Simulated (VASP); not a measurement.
# Ti4RuC (P-6m2) in VASP: notebook

Ti4RuC is run at these levels: PBE; tasks: single point, relaxation of cell and atoms.

Everything below comes from runs of VASP 6.6.1. Logs are shortened: lines on timing, memory, paths and dates and some standing lists are left out, and cuts for length are marked.

**1. The cell of the first run**

It takes space group P-6m2 (No. 187, hexagonal). The conventional cell has a = 5.708 Å, b = 5.708 Å, c = 3.138 Å, α = 90.00°, β = 90.00°, γ = 120.00°. Within 3.3 Å of Ti (site symmetry -6m2) lie 8 Ti at 2.38 to 3.14 Å and 3 Ru at 3.30 Å and 3 C at 3.30 Å. Ti (site symmetry mm2) has 2 C at 2.17 Å and 4 Ti at 2.38 to 2.60 Å within 2.9 Å. Ru (site symmetry -6m2) has 2 Ru at 3.14 Å and 15 Ti at 3.26 to 3.30 Å and 3 C at 3.30 Å within 4.1 Å. Within 2.9 Å of C (site symmetry -6m2) lie 6 Ti at 2.17 Å.

The cell was generated, and may not be a known phase.

**2. Single point, PBE**

Contents of INCAR:

```
PREC     = Accurate       # precision mode
ENCUT    = 520            # plane-wave cutoff, eV
EDIFF    = 1E-6           # SCF threshold, eV
ISMEAR   = 0              # smearing method
SIGMA    = 0.2            # smearing width, eV
LREAL    = False          # projectors in reciprocal space
LASPH    = True           # aspherical terms in the spheres
NELM     = 60             # most SCF steps
ALGO     = Normal         # electronic algorithm
ISIF     = 2              # what is computed and relaxed
LWAVE    = False          # write WAVECAR
LCHARG   = True           # write CHGCAR
GGA      = PE             # functional
LELF     = True           # ELF
LVHAR    = True         
NBANDS   = 42             # bands
```

Contents of KPOINTS:

```
regular mesh
0
Gamma
  4 4 4
```

Contents of POSCAR:

```
Ti4RuC
1.0
    5.7078618763      0.0000000000      0.0000000000
   -2.8539309381      4.9431533862      0.0000000000
    0.0000000000      0.0000000000      3.1378452362
Ti Ru C
4 1 1
Direct
    0.6666666667      0.3333333333      0.0000000000
    0.0295120065      0.5147560033      0.5000000000
    0.4852439967      0.5147560033      0.5000000000
    0.4852439967      0.9704879935      0.5000000000
    0.0000000000      0.0000000000      0.0000000000
    0.3333333333      0.6666666667      0.0000000000
```

Potentials or basis: VASP PAW PBE potentials, release 64 (Ti_sv, Ru_pv, C).

Run with:

```
$ cat potpaw_PBE.64/Ti_sv/POTCAR potpaw_PBE.64/Ru_pv/POTCAR potpaw_PBE.64/C/POTCAR > POTCAR
$ mpirun -np 1 vasp_std > vasp.out
```

OUTCAR:

```text
PREC = Accurate
   ENCUT = 520
   EDIFF = 1E-6
   ISMEAR = 0
   LREAL = False
   LASPH = True
   NELM = 60
   ISIF = 2
   GGA = PE

 ion  position               nearest neighbor table
   1  0.667  0.333  0.000-   2 2.38   2 2.38   4 2.38   4 2.38   3 2.38   3 2.38
   2  0.030  0.515  0.500-   6 2.17   6 2.17   1 2.38   1 2.38   3 2.60   4 2.60
   3  0.485  0.515  0.500-   6 2.17   6 2.17   1 2.38   1 2.38   2 2.60   4 2.60
   4  0.485  0.970  0.500-   6 2.17   6 2.17   1 2.38   1 2.38   3 2.60   2 2.60
   5  0.000  0.000  0.000-
   6  0.333  0.667  0.000-   3 2.17   3 2.17   2 2.17   2 2.17   4 2.17   4 2.17

  LATTYP: Found a hexagonal cell.
 ALAT       =     5.7078618763
 C/A-ratio  =     0.5497409195

  Lattice vectors:

 A1 = (   5.7078618763,   0.0000000000,   0.0000000000)
 A2 = (  -2.8539309381,   4.9431533862,   0.0000000000)
 A3 = (   0.0000000000,   0.0000000000,   3.1378452362)

Analysis of symmetry for initial positions (statically):
=====================================================================
 Subroutine PRICEL returns:
 Original cell was already a primitive cell.

 Routine SETGRP: Setting up the symmetry group for a
 hexagonal supercell.

 Subroutine GETGRP returns: Found 12 space group operations
 (whereof 12 operations were pure point group operations)
 out of a pool of 24 trial point group operations.

The static configuration has the point symmetry D_3h.

Analysis of symmetry for dynamics (positions and initial velocities):
=====================================================================
 Subroutine PRICEL returns:
 Original cell was already a primitive cell.

 Routine SETGRP: Setting up the symmetry group for a
 hexagonal supercell.

 Subroutine GETGRP returns: Found 12 space group operations
 (whereof 12 operations were pure point group operations)
 out of a pool of 24 trial point group operations.

The dynamic configuration has the point symmetry D_3h.

 Subroutine INISYM returns: Found 12 space group operations
 (whereof 12 operations are pure point group operations),
 and found     1 'primitive' translations

----------------------------------------------------------------------------------------

                                     Primitive cell

  volume of cell :      88.5338

  direct lattice vectors                    reciprocal lattice vectors
     5.707861876  0.000000000  0.000000000     0.175196951  0.101150007  0.000000000
    -2.853930938  4.943153386  0.000000000     0.000000000  0.202300014  0.000000000
     0.000000000  0.000000000  3.137845236     0.000000000  0.000000000  0.318690032

  length of vectors
     5.707861876  5.707861876  3.137845236     0.202300014  0.202300014  0.318690032

  position of ions in fractional coordinates (direct lattice)
     0.666666667  0.333333333  0.000000000
     0.029512006  0.514756003  0.500000000
     0.485243997  0.514756003  0.500000000
     0.485243997  0.970487994  0.500000000
     0.000000000  0.000000000  0.000000000
     0.333333333  0.666666667  0.000000000

  ion indices of the primitive-cell ions
   primitive index   ion index
                 1           1
                 2           2
                 3           3
                 4           4
                 5           5
                 6           6

----------------------------------------------------------------------------------------

 KPOINTS: regular mesh

Automatic generation of k-mesh.
 Grid dimensions read from file:
 generate k-points for:    4    4    4

 Generating k-lattice:

  Cartesian coordinates                     Fractional coordinates (reciprocal lattice)
     0.043799238  0.025287502  0.000000000     0.250000000  0.000000000  0.000000000
     0.000000000  0.050575004  0.000000000     0.000000000  0.250000000  0.000000000
     0.000000000  0.000000000  0.079672508     0.000000000  0.000000000  0.250000000

  Length of vectors
     0.050575004  0.050575004  0.079672508

  Shift w.r.t. Gamma in fractional coordinates (k-lattice)
     0.000000000  0.000000000  0.000000000

 Subroutine IBZKPT returns following result:
 ===========================================

 Found     12 irreducible k-points:

 Following reciprocal coordinates:
            Coordinates               Weight
  0.000000  0.000000  0.000000      1.000000
  0.250000  0.000000  0.000000      6.000000
  0.500000  0.000000  0.000000      3.000000
  0.250000  0.250000  0.000000      6.000000
  0.000000  0.000000  0.250000      2.000000
  0.250000  0.000000  0.250000     12.000000
  0.500000  0.000000  0.250000      6.000000
  0.250000  0.250000  0.250000     12.000000
  0.000000  0.000000  0.500000      1.000000
  0.250000  0.000000  0.500000      6.000000
  0.500000  0.000000  0.500000      3.000000
  0.250000  0.250000  0.500000      6.000000
   k-points           NKPTS =     12   k-points in BZ     NKDIM =     12   number of bands    NBANDS=     42
   number of dos      NEDOS =    301   number of ions     NIONS =      6
   total plane-waves  NPLWV =  42336
   dimension x,y,z NGX =    42 NGY =   42 NGZ =   24
   dimension x,y,z NGXF=    84 NGYF=   84 NGZF=   48
   ions per type =               4   1   1
   NGX,Y,Z   is equivalent  to a cutoff of  12.23, 12.23, 12.72 a.u.
   NGXF,Y,Z  is equivalent  to a cutoff of  24.47, 24.47, 25.43 a.u.
 SYSTEM =  unknown system
   PREC   = accura    normal or accurate (medium, high low for compatibility)
   ISTART =      0    job   : 0-new  1-cont  2-samecut
   ICHARG =      2    charge: 1-file 2-atom 10-const
   ISPIN  =      1    spin polarized calculation?
   LNONCOLLINEAR =      F non collinear calculations
   LSORBIT =      F    spin-orbit coupling
   LASPH  =      T    aspherical Exc in radial PAW
   ENCUT  =  520.0 eV  38.22 Ry    6.18 a.u.  10.61 10.61  5.83*2*pi/ulx,y,z
   NELM   =     60;   NELMIN=  2; NELMDL= -5     # of ELM steps
   EDIFF  = 0.1E-05   stopping-criterion for ELM
   LREAL  =      F    real-space projection
   EDIFFG = 0.1E-04   stopping-criterion for IOM
   NSW    =      0    number of steps for IOM
   IBRION =     -1    ionic relax: 0-MD 1-quasi-New 2-CG
   NFREE  =      0    steps in history (QN), initial steepest desc. (CG)
   ISIF   =      2    stress and relaxation
   ISYM   =      2    0-nonsym 1-usesym 2-fastsym
   POTIM  = 0.5000    time-step for ionic-motion
   TEBEG  =    0.0;   TEEND  =   0.0 temperature during run
   PSTRESS=    0.0 pullay stress
   NELECT =      66.0000    total number of electrons
   NUPDOWN=      -1.0000    fix difference up-down
   EMIN   =  10.00;   EMAX   =-10.00  energy-range for DOS
   EFERMI =   0.00;   METHOD = LEGACY
   ISMEAR =     0;   SIGMA  =   0.20  broadening in eV -4-tet -1-fermi 0-gaus
   EFERMI_NEDOS =   21; number of points for ismear=-14 and -15
   IALGO  =     38    algorithm
   IMIX   =      4    mixing-type and parameters
     AMIX     =   0.40;   BMIX     =  1.00
     AMIX_MAG =   1.60;   BMIX_MAG =  1.00
  volume/ion in A,a.u.               =      14.76        99.58
  Fermi-wavevector in a.u.,A,eV,Ry     =   1.484407  2.805123 29.979967  2.203465
  Thomas-Fermi vector in A             =   2.597948
   LORBIT       =      0    0 simple, 1 ext, 2 COOP (PROOUT), +10 PAW based schemes
   GGA     = PE    functional components
   LHFCALC =     F    Hartree Fock is set to
   AEXX    =    0.0000 exact exchange contribution
   IVDW    =     0    specifies the selected vdW correction
   LEPSILON=     F    determine dielectric tensor
   LRPA    =     F    only Hartree local field effects (RPA)
 non-spin polarized calculation
 Gauss-broadening in eV      SIGMA  =   0.20
  energy-cutoff  :      520.00
  volume of cell :       88.53
 maximum number of plane-waves:      2412
   NGX = 21   NGY = 21   NGZ = 11

 number of electron      65.9999988 magnetization

 Free energy of the ion-electron system (eV)
  ---------------------------------------------------
  ext. energy  EPLUGINS =         0.00000000
  ---------------------------------------------------
  free energy    TOTEN  =       -46.07376769 eV

  energy without entropy =      -45.90936769  energy(sigma->0) =      -45.99156769

 E-fermi :   8.6005     XC(G=0): -11.9554

 val. band max:        8.5705705100   @ k =   0.2500   0.2500   0.0000
 cond. band min:       8.6022185652   @ k =   0.2500   0.2500   0.0000
 fundamental gap:      0.0316480553
 Fermi energy:         8.6004800107

 k-point     1 :       0.0000    0.0000    0.0000
  band No.  band energies     occupation
      1     -48.1166      2.00000
      2     -47.8929      2.00000
      3     -47.8929      2.00000
      4     -47.1898      2.00000
      5     -33.4678      2.00000
      6     -33.4678      2.00000
[... 34 lines left out ...]
     41      11.1665      0.00000
     42      11.4129      0.00000

 k-point     2 :       0.2500    0.0000    0.0000
  band No.  band energies     occupation
      1     -48.0916      2.00000
      2     -47.9252      2.00000
      3     -47.8929      2.00000
      4     -47.1825      2.00000
      5     -33.4678      2.00000
      6     -33.4676      2.00000
[... 34 lines left out ...]
     41      11.0769      0.00000
     42      11.2938      0.00000

 k-point     3 :       0.5000    0.0000    0.0000
  band No.  band energies     occupation
      1     -48.0501      2.00000
      2     -47.9737      2.00000
      3     -47.8929      2.00000
      4     -47.1756      2.00000
      5     -33.4677      2.00000
      6     -33.4674      2.00000
[... 34 lines left out ...]
     41      10.6398      0.00000
     42      10.9132      0.00000

 k-point     4 :       0.2500    0.2500    0.0000
  band No.  band energies     occupation
      1     -48.0501      2.00000
      2     -47.9737      2.00000
      3     -47.8929      2.00000
      4     -47.1756      2.00000
      5     -33.4676      2.00000
      6     -33.4674      2.00000
[... 304 lines left out ...]
     41      11.2858      0.00000
     42      11.3472      0.00000

 k-point    11 :       0.5000    0.0000    0.5000
  band No.  band energies     occupation
      1     -47.9835      2.00000
      2     -47.8891      2.00000
      3     -47.8733      2.00000
      4     -47.2774      2.00000
      5     -33.4580      2.00000
      6     -33.4579      2.00000
[... 34 lines left out ...]
     41      10.8686      0.00000
     42      11.0048      0.00000

 k-point    12 :       0.2500    0.2500    0.5000
  band No.  band energies     occupation
      1     -47.9835      2.00000
      2     -47.8891      2.00000
      3     -47.8733      2.00000
      4     -47.2774      2.00000
      5     -33.4580      2.00000
      6     -33.4579      2.00000
[... 34 lines left out ...]
     41      10.6695      0.00000
     42      11.2006      0.00000

------------------------ aborting loop because EDIFF is reached ----------------------------------------

  FORCE on cell =-STRESS in cart. coord.  units (eV):
  Direction    XX          YY          ZZ          XY          YZ          ZX
  --------------------------------------------------------------------------------------
  -------------------------------------------------------------------------------------
  Total        0.3656960      0.3656960      0.1359715      0.0000000      0.0000000      0.0000000
  in kB        6.6179227      6.6179227      2.4606482      0.0000000      0.0000000      0.0000000
  external PRESSURE =       5.2321646 kB  Pullay stress =       0.0000000 kB

 VOLUME and BASIS-vectors are now :
 -----------------------------------------------------------------------------
  energy-cutoff  :      520.00
  volume of cell :       88.53
      direct lattice vectors                 reciprocal lattice vectors
     5.707861876  0.000000000  0.000000000     0.175196951  0.101150007  0.000000000
    -2.853930938  4.943153386  0.000000000     0.000000000  0.202300014  0.000000000
     0.000000000  0.000000000  3.137845236     0.000000000  0.000000000  0.318690032

 POSITION                                       TOTAL-FORCE (eV/Angst)
 -----------------------------------------------------------------------------------
      2.85393      1.64772      0.00000         0.000000     -0.000000      0.000000
     -1.30063      2.54452      1.56892        -0.000237     -0.000137     -0.000000
      1.30063      2.54452      1.56892         0.000237     -0.000137     -0.000000
     -0.00000      4.79727      1.56892         0.000000      0.000274     -0.000000
      0.00000      0.00000      0.00000         0.000000     -0.000000      0.000000
     -0.00000      3.29544      0.00000         0.000000     -0.000000      0.000000
 -----------------------------------------------------------------------------------
    total drift:                                0.000002     -0.000001      0.000000

  FREE ENERGIE OF THE ION-ELECTRON SYSTEM (eV)
  ---------------------------------------------------
  free  energy   TOTEN  =       -46.0737676904 eV

  energy  without entropy=      -45.9093676891  energy(sigma->0) =      -45.99156769
```

It took 49 s on 1 thread of AMD EPYC 9R45 (Zen 5), shared host; peak memory 0.18 GiB.

What came out:

```yaml
Free_energy: -46.0738 eV
Pressure: 0.5 GPa
Band_gap_on_the_k_mesh: zero (bands 33 and 34 overlap by 0.53 eV)
```

Stress tensor (GPa, compression positive):
```
0.66 0.00 0.00
0.00 0.66 0.00
0.00 0.00 0.25
```

Caveat: the k points lie up to 0.50 Å⁻¹ apart, too coarse for converged energies and pressures of a metal.

[end of part 1 of 2]

The gap in the log of VASP goes by the Fermi energy; the results here count the filled bands.